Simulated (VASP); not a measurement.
# Be (Cmce) in VASP: single point with PBEsol

Aim: the single point of Be with PBEsol.

Everything below comes from runs of VASP 6.6.1. Logs are shortened: lines on timing, memory, paths and dates and some standing lists are left out, and cuts for length are marked.

### Step 1. The cell of the first run

The typed cell holds 4 atoms: a = 2.217 Å, b = 2.217 Å, c = 6.375 Å, α = 90.00°, β = 90.00°, γ = 90.01°.

### Step 2. Single point, PBEsol

Contents of INCAR:

```
  PREC = Accurate
  ENCUT = 520
  EDIFF = 1E-6
  ISMEAR = 0
  SIGMA = 0.1
  LREAL = F
  LASPH = T
  NELM = 100
  ALGO = Normal
  ISIF = 2
  LWAVE = F
  LCHARG = F
  GGA = PS
  NBANDS = 12
```

Contents of KPOINTS:

```
regular mesh
0
Gamma
  8 8 4
```

Contents of POSCAR:

```
Be
1.0
    1.5675125128     -1.5676595092      0.0000000000
    1.5675125128      1.5676595092      0.0000000000
    0.0000000000      0.0000000000      6.3750966909
Be
4
Direct
    0.7498007284      0.2501992716      0.1251520450
    0.7501992716      0.2498007284      0.6251520450
    0.2501992716      0.7498007284      0.8748479550
    0.2498007284      0.7501992716      0.3748479550
```

Potentials or basis: VASP PAW PBE potentials, release 64 (Be).

On the command line:

```bash
$ cat potpaw_PBE.64/Be/POTCAR > POTCAR
$ mpirun -np 1 vasp_std > vasp.out
```

OUTCAR:

```text
PREC = Accurate
   ENCUT = 520
   EDIFF = 1E-6
   ISMEAR = 0
   LREAL = F
   LASPH = T
   NELM = 100
   ISIF = 2
   GGA = PS

 ion  position               nearest neighbor table
   1  0.750  0.250  0.125-   4 2.23   4 2.23   4 2.23   4 2.23   3 2.24   3 2.24   3 2.24   3 2.24

   2  0.750  0.250  0.625-   3 2.23   3 2.23   3 2.23   3 2.23   4 2.24   4 2.24   4 2.24   4 2.24

   3  0.250  0.750  0.875-   2 2.23   2 2.23   2 2.23   2 2.23   1 2.24   1 2.24   1 2.24   1 2.24

   4  0.250  0.750  0.375-   1 2.23   1 2.23   1 2.23   1 2.23   2 2.24   2 2.24   2 2.24   2 2.24

  LATTYP: Found a base centered orthorhombic cell.
 ALAT       =     3.1350250256
 B/A-ratio  =     1.0000937769
 C/A-ratio  =     2.0335074326

  Lattice vectors:

 A1 = (   1.5675125128,  -1.5676595092,   0.0000000000)
 A2 = (   1.5675125128,   1.5676595092,   0.0000000000)
 A3 = (   0.0000000000,   0.0000000000,   6.3750966909)

Analysis of symmetry for initial positions (statically):
=====================================================================
 Subroutine PRICEL returns:
 Original cell was already a primitive cell.

 Routine SETGRP: Setting up the symmetry group for a
 base centered orthorhombic supercell.

 Subroutine GETGRP returns: Found  8 space group operations
 (whereof  4 operations were pure point group operations)
 out of a pool of  8 trial point group operations.

The static configuration has the point symmetry C_2h.
 The point group associated with its full space group is D_2h.

Analysis of symmetry for dynamics (positions and initial velocities):
=====================================================================
 Subroutine PRICEL returns:
 Original cell was already a primitive cell.

 Routine SETGRP: Setting up the symmetry group for a
 base centered orthorhombic supercell.

 Subroutine GETGRP returns: Found  8 space group operations
 (whereof  4 operations were pure point group operations)
 out of a pool of  8 trial point group operations.

The dynamic configuration has the point symmetry C_2h.
 The point group associated with its full space group is D_2h.

 Subroutine INISYM returns: Found  8 space group operations
 (whereof  4 operations are pure point group operations),
 and found     1 'primitive' translations

----------------------------------------------------------------------------------------

                                     Primitive cell

  volume of cell :      31.3314

  direct lattice vectors                    reciprocal lattice vectors
     1.567512513 -1.567659509  0.000000000     0.318976720 -0.318946810  0.000000000
     1.567512513  1.567659509  0.000000000     0.318976720  0.318946810  0.000000000
     0.000000000  0.000000000  6.375096691     0.000000000  0.000000000  0.156860366

  length of vectors
     2.216901399  2.216901399  6.375096691     0.451080055  0.451080055  0.156860366

  position of ions in fractional coordinates (direct lattice)
     0.749800728  0.250199272  0.125152045
     0.750199272  0.249800728  0.625152045
     0.250199272  0.749800728  0.874847955
     0.249800728  0.750199272  0.374847955

  ion indices of the primitive-cell ions
   primitive index   ion index
                 1           1
                 2           2
                 3           3
                 4           4

----------------------------------------------------------------------------------------

 KPOINTS: regular mesh

Automatic generation of k-mesh.
 Grid dimensions read from file:
 generate k-points for:    8    8    4

 Generating k-lattice:

  Cartesian coordinates                     Fractional coordinates (reciprocal lattice)
     0.039872090 -0.039868351  0.000000000     0.125000000  0.000000000  0.000000000
     0.039872090  0.039868351  0.000000000     0.000000000  0.125000000  0.000000000
     0.000000000  0.000000000  0.039215091     0.000000000  0.000000000  0.250000000

  Length of vectors
     0.056385007  0.056385007  0.039215091

  Shift w.r.t. Gamma in fractional coordinates (k-lattice)
     0.000000000  0.000000000  0.000000000

 Subroutine IBZKPT returns following result:
 ===========================================

 Found     63 irreducible k-points:

 Following reciprocal coordinates:
            Coordinates               Weight
  0.000000  0.000000  0.000000      1.000000
  0.125000 -0.000000  0.000000      4.000000
  0.250000 -0.000000  0.000000      4.000000
  0.375000 -0.000000  0.000000      4.000000
  0.500000 -0.000000  0.000000      2.000000
  0.125000  0.125000  0.000000      2.000000
[... 16 lines left out ...]
  0.125000 -0.000000  0.250000      8.000000
  0.250000 -0.000000  0.250000      8.000000
 [... further k-points ...]
   k-points           NKPTS =     63   k-points in BZ     NKDIM =     63   number of bands    NBANDS=     12
   number of dos      NEDOS =    301   number of ions     NIONS =      4
   total plane-waves  NPLWV =  12288
   dimension x,y,z NGX =    16 NGY =   16 NGZ =   48
   dimension x,y,z NGXF=    32 NGYF=   32 NGZF=   96
   ions per type =               4
   NGX,Y,Z   is equivalent  to a cutoff of  12.00, 12.00, 12.52 a.u.
   NGXF,Y,Z  is equivalent  to a cutoff of  24.00, 24.00, 25.03 a.u.
 SYSTEM =  unknown system
   PREC   = accura    normal or accurate (medium, high low for compatibility)
   ISTART =      0    job   : 0-new  1-cont  2-samecut
   ICHARG =      2    charge: 1-file 2-atom 10-const
   ISPIN  =      1    spin polarized calculation?
   LNONCOLLINEAR =      F non collinear calculations
   LSORBIT =      F    spin-orbit coupling
   LASPH  =      T    aspherical Exc in radial PAW
   ENCUT  =  520.0 eV  38.22 Ry    6.18 a.u.   4.12  4.12 11.85*2*pi/ulx,y,z
   NELM   =    100;   NELMIN=  2; NELMDL= -5     # of ELM steps
   EDIFF  = 0.1E-05   stopping-criterion for ELM
   LREAL  =      F    real-space projection
   EDIFFG = 0.1E-04   stopping-criterion for IOM
   NSW    =      0    number of steps for IOM
   IBRION =     -1    ionic relax: 0-MD 1-quasi-New 2-CG
   NFREE  =      0    steps in history (QN), initial steepest desc. (CG)
   ISIF   =      2    stress and relaxation
   ISYM   =      2    0-nonsym 1-usesym 2-fastsym
   POTIM  = 0.5000    time-step for ionic-motion
   TEBEG  =    0.0;   TEEND  =   0.0 temperature during run
   PSTRESS=    0.0 pullay stress
   NELECT =       8.0000    total number of electrons
   NUPDOWN=      -1.0000    fix difference up-down
   EMIN   =  10.00;   EMAX   =-10.00  energy-range for DOS
   EFERMI =   0.00;   METHOD = LEGACY
   ISMEAR =     0;   SIGMA  =   0.10  broadening in eV -4-tet -1-fermi 0-gaus
   EFERMI_NEDOS =   21; number of points for ismear=-14 and -15
   IALGO  =     38    algorithm
   IMIX   =      4    mixing-type and parameters
     AMIX     =   0.40;   BMIX     =  1.00
     AMIX_MAG =   1.60;   BMIX_MAG =  1.00
  volume/ion in A,a.u.               =       7.83        52.86
  Fermi-wavevector in a.u.,A,eV,Ry     =   1.038592  1.962654 14.676243  1.078673
  Thomas-Fermi vector in A             =   2.173083
   LORBIT       =      0    0 simple, 1 ext, 2 COOP (PROOUT), +10 PAW based schemes
   GGA     = PS    functional components
   LHFCALC =     F    Hartree Fock is set to
   AEXX    =    0.0000 exact exchange contribution
   IVDW    =     0    specifies the selected vdW correction
   LEPSILON=     F    determine dielectric tensor
   LRPA    =     F    only Hartree local field effects (RPA)
 non-spin polarized calculation
 Gauss-broadening in eV      SIGMA  =   0.10
  energy-cutoff  :      520.00
  volume of cell :       31.33
 maximum number of plane-waves:       860
   NGX =  9   NGY =  9   NGZ = 23

 number of electron       8.0000000 magnetization

 Free energy of the ion-electron system (eV)
  ---------------------------------------------------
  ext. energy  EPLUGINS =         0.00000000
  ---------------------------------------------------
  free energy    TOTEN  =       -15.70491273 eV

  energy without entropy =      -15.70288992  energy(sigma->0) =      -15.70390133

 E-fermi :   7.7215     XC(G=0): -10.6423

 val. band max:        7.6373080397   @ k =   0.5000  -0.0000   0.0000
 cond. band min:       7.7574147234   @ k =   0.5000   0.1250   0.0000
 fundamental gap:      0.1201066838
 Fermi energy:         7.7215028498

 k-point     1 :       0.0000    0.0000    0.0000
  band No.  band energies     occupation
      1      -4.3060      2.00000
      2      -1.5887      2.00000
      3      -1.5837      2.00000
      4       4.6554      2.00000
      5      11.1481      0.00000
      6      17.4315      0.00000
      7      17.4326      0.00000
      8      20.6940      0.00000
      9      20.6950      0.00000
     10      20.7170      0.00000
     11      20.7179      0.00000
     12      23.1435      0.00000

 k-point     2 :       0.1250   -0.0000    0.0000
  band No.  band energies     occupation
      1      -3.9569      2.00000
      2      -1.2423      2.00000
      3      -1.2369      2.00000
      4       5.1192      2.00000
      5      10.7380      0.00000
      6      14.9449      0.00000
      7      17.4741      0.00000
      8      17.4949      0.00000
      9      17.8540      0.00000
     10      21.0720      0.00000
     11      21.0945      0.00000
     12      23.5739      0.00000

 k-point     3 :       0.2500   -0.0000    0.0000
  band No.  band energies     occupation
      1      -2.9079      2.00000
      2      -0.2358      2.00000
      3      -0.2295      2.00000
      4       6.5075      2.00000
      5       8.0451      0.00000
      6      13.0318      0.00000
      7      13.0493      0.00000
      8      14.0785      0.00000
      9      19.0988      0.00000
     10      20.6513      0.00000
     11      22.1422      0.00000
     12      22.1938      0.00000
[... 286 lines left out ...]
 k-point    23 :       0.1250   -0.0000    0.2500
  band No.  band energies     occupation
      1      -3.7883      2.00000
      2      -2.4321      2.00000
      3       0.2885      2.00000
      4       4.0270      2.00000
      5      12.0867      0.00000
      6      15.3081      0.00000
      7      15.9216      0.00000
      8      18.0611      0.00000
      9      19.2947      0.00000
     10      19.6952      0.00000
     11      19.9825      0.00000
     12      22.7864      0.00000

 k-point    24 :       0.2500   -0.0000    0.2500
  band No.  band energies     occupation
      1      -2.7417      2.00000
      2      -1.4058      2.00000
      3       1.2707      2.00000
      4       5.0594      2.00000
      5       9.1230      0.00000
      6      11.5766      0.00000
      7      14.7914      0.00000
      8      15.0367      0.00000
      9      19.0001      0.00000
     10      19.2978      0.00000
     11      20.7859      0.00000
     12      20.8532      0.00000

 [... further k-points ...]
[... 5 lines left out ...]
  --------------------------------------------------------------------------------------
  -------------------------------------------------------------------------------------
  Total        0.0745776      0.0703933      0.0456580      0.0000000      0.0000000      0.0000000
  in kB        3.8136399      3.5996662      2.3347883      0.0000000      0.0000000      0.0000000
  external PRESSURE =       3.2493648 kB  Pullay stress =       0.0000000 kB

 VOLUME and BASIS-vectors are now :
 -----------------------------------------------------------------------------
  energy-cutoff  :      520.00
  volume of cell :       31.33
      direct lattice vectors                 reciprocal lattice vectors
     1.567512513 -1.567659509  0.000000000     0.318976720 -0.318946810  0.000000000
     1.567512513  1.567659509  0.000000000     0.318976720  0.318946810  0.000000000
     0.000000000  0.000000000  6.375096691     0.000000000  0.000000000  0.156860366

 POSITION                                       TOTAL-FORCE (eV/Angst)
 -----------------------------------------------------------------------------------
      1.56751     -0.78320      0.79786         0.000000     -0.003658     -0.011934
      1.56751     -0.78445      3.98540         0.000000      0.003658     -0.011934
      1.56751      0.78320      5.57724         0.000000      0.003658      0.011934
      1.56751      0.78445      2.38969         0.000000     -0.003658      0.011934
 -----------------------------------------------------------------------------------
    total drift:                                0.000000     -0.000000      0.000000

  FREE ENERGIE OF THE ION-ELECTRON SYSTEM (eV)
  ---------------------------------------------------
  free  energy   TOTEN  =       -15.7049127276 eV

  energy  without entropy=      -15.7028899236  energy(sigma->0) =      -15.70390133
```

Wall time 8.6 s (1 thread of Intel Xeon Platinum 8259CL at 2.50GHz (Skylake/Cascade Lake), shared host); peak memory 0.13 GiB.

Results:

```
Free energy            : -15.7049 eV
Pressure               : 0.3 GPa
Largest force          : 0.012 eV/Å
Band gap on the k mesh : zero (band 4 reaches 8.57 eV, above the bottom of band 5 at 7.64 eV)
```

Forces in eV/Å, atoms in the order of the input:
```
Be   0.000 -0.004 -0.012
Be   0.000  0.004 -0.012
Be   0.000  0.004  0.012
Be   0.000 -0.004  0.012
```

Caveat: the PAW data sets were made with another functional, which shifts forces and pressure a little.
